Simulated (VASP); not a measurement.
Write the native input for VASP 6.6.1 that does the following.

```yaml
Task: relaxation of cell and atoms
Functional: PBE
Potentials_or_basis: VASP PAW PBE potentials, release 64 (Pb_d, S)
Cutoff: 600 eV
k_mesh: 6 × 6 × 4
Occupations: gaussian, width 0.1 eV
Spin: no spin polarisation
Dipole_correction: no
Further_INCAR_settings: ALGO = Normal; EDIFF = 1e-07; IBRION = 2; EDIFFG = -0.04; NSW = 90; ISIF = 3
```

The structure of PbS lies in POSCAR:

```
PbS
1.0
    4.5030000000      0.0000000000      0.0000000000
   -2.2515000000      3.8997123900      0.0000000000
    0.0000000000      0.0000000000      7.4088481300
Pb S
2 2
Direct
    0.3333333300      0.6666666700      0.3731349300
    0.6666666700      0.3333333300      0.8731349300
    0.3333333300      0.6666666700      0.0000000000
    0.6666666700      0.3333333300      0.5000000000
```

These files were run (other wordings do the same):

INCAR

```
SYSTEM = PbS
PREC     = Accurate       ! precision mode
ENCUT    = 600            ! plane-wave cutoff, eV
EDIFF    = 1E-7           ! SCF threshold, eV
ISMEAR   = 0              ! smearing method
SIGMA    = 0.1            ! smearing width, eV
LREAL    = .False.        ! projectors in reciprocal space
LASPH    = .True.         ! aspherical terms in the spheres
NELM     = 100            ! most SCF steps
ALGO     = Normal         ! electronic algorithm
ISIF     = 3              ! what is computed and relaxed
LWAVE    = .False.        ! write WAVECAR
LCHARG   = .False.        ! write CHGCAR
GGA      = PE             ! functional
IBRION   = 2              ! ionic algorithm
NSW      = 90             ! ionic steps
EDIFFG   = -0.04          ! ionic threshold
```

KPOINTS

```
regular mesh
0
Gamma
  6 6 4
  0 0 0
```

Potentials or basis: VASP PAW PBE potentials, release 64 (Pb_d, S).

Command:

```sh
$ cat potpaw_PBE.64/Pb_d/POTCAR potpaw_PBE.64/S/POTCAR > POTCAR
$ mpirun -np 1 vasp_std > vasp.out
```

It gave:

```json
{
 "Relaxed volume": "33.17 Å³/atom",
 "Relaxed cell": "a = 5.013 Å, b = 5.013 Å, c = 6.095 Å, α = 90.00°, β = 90.00°, γ = 120.00°",
 "Space group after relaxing (to 0.1 Å)": "P6_3mc (No. 186)",
 "Energy gained by relaxing": "115.0 meV/atom",
 "Ionic steps": "31",
 "Pressure after relaxing": "0.1 GPa",
 "Largest force after relaxing": "0.020 eV/Å",
 "Band gap on the k mesh": "1.54 eV"
}
```

Caveat: a cell axis changed by over 15 % at a fixed basis, so the end point is rough; spin-orbit coupling is left out, which moves the levels of the heavy elements.

Run time: 15 min on 1 thread of AMD EPYC 9R45 96-Core Processor (Zen 5) (shared host), peak memory 0.28 GiB.
